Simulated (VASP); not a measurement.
Here is a VASP 6.6.1 calculation.

INCAR

```
SYSTEM = Li3Dy
  ALGO = Normal
  EDIFF = 1E-6
  ENCUT = 750
  GGA = PE
  GGA_COMPAT = .FALSE.
  ISIF = 2
  ISMEAR = 0
  LASPH = .TRUE.
  LCHARG = .TRUE.
  LELF = .TRUE.
  LMAXMIX = 6
  LREAL = .FALSE.
  LVHAR = .TRUE.
  LWAVE = .FALSE.
  NBANDS = 17
  NELM = 200
  PREC = Accurate
  SIGMA = 0.1
```

KPOINTS

```
k-points
0
G
  4 4 4
  0 0 0
```

Contents of POSCAR:

```
Li3Dy
1.0
    0.0000000000      3.3322081800      3.3322081800
    3.3322081800      0.0000000000      3.3322081800
    3.3322081800      3.3322081800      0.0000000000
Li Dy
3 1
Direct
    0.5000000000      0.5000000000      0.5000000000
    0.2500000000      0.2500000000      0.2500000000
    0.7500000000      0.7500000000      0.7500000000
    0.0000000000      0.0000000000      0.0000000000
```

Potentials or basis: VASP PAW PBE potentials, release 64 (Li_sv, Dy_3), 4f in core.

Command:

```sh
$ cat potpaw_PBE.64/Li_sv/POTCAR potpaw_PBE.64/Dy_3/POTCAR > POTCAR
$ mpirun -np 1 vasp_std > vasp.out
```

(1) Predict the pressure.

(2) Predict the band gap on the k mesh.

Answers

(1) 7.0 GPa.

(2) zero (bands 9 and 10 overlap by 0.71 eV).

Caveat: the k points lie up to 0.41 Å⁻¹ apart, too coarse for converged energies and pressures of a metal; spin-orbit coupling is left out, which moves the levels of the heavy elements; the 4f electrons are frozen in the core, so they carry no moment and show no levels.
